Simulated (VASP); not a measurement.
A run of VASP 6.6.1 is set up as follows.

Contents of INCAR:

```
PREC = Accurate ; ENCUT = 600
EDIFF = 1E-6 ; ISMEAR = -1
SIGMA = 0.05 ; LREAL = False
LASPH = True ; NELM = 120
ALGO = Normal ; ISIF = 2
LWAVE = False ; LCHARG = False
GGA = B5 ; ALDAX = 1.0
AGGAX = 1.0 ; AGGAC = 1.0
ALDAC = 0.0 ; IVDW = 13
VDW_S6 = 1.0 ; VDW_S8 = 2.34076671
VDW_A1 = 0.44488865 ; VDW_A2 = 4.0933009
NBANDS = 12 ; GGA_COMPAT = False
```

File KPOINTS:

```
Automatic mesh
0
Gamma
  13 13 13
```

File POSCAR:

```
Cu
1.0
    0.0000000000      1.7953687620      1.7953687620
    1.7953687620      0.0000000000      1.7953687620
    1.7953687620      1.7953687620      0.0000000000
Cu
1
Direct
    0.0000000000      0.0000000000      0.0000000000
```

Potentials or basis: VASP PAW PBE potentials, release 64 (Cu).

Launch:

```console
$ cat potpaw_PBE.64/Cu/POTCAR > POTCAR
$ mpirun -np 1 vasp_std > vasp.out
```

Problem. Predict the dispersion energy per atom.

Solution. -1.115 eV.

Problem. Estimate the pressure.

Solution. -1.3 GPa.

Caveat: the PAW data sets were made with another functional, which shifts forces and pressure a little; pairwise dispersion overbinds metals, which lowers pressure and volume.
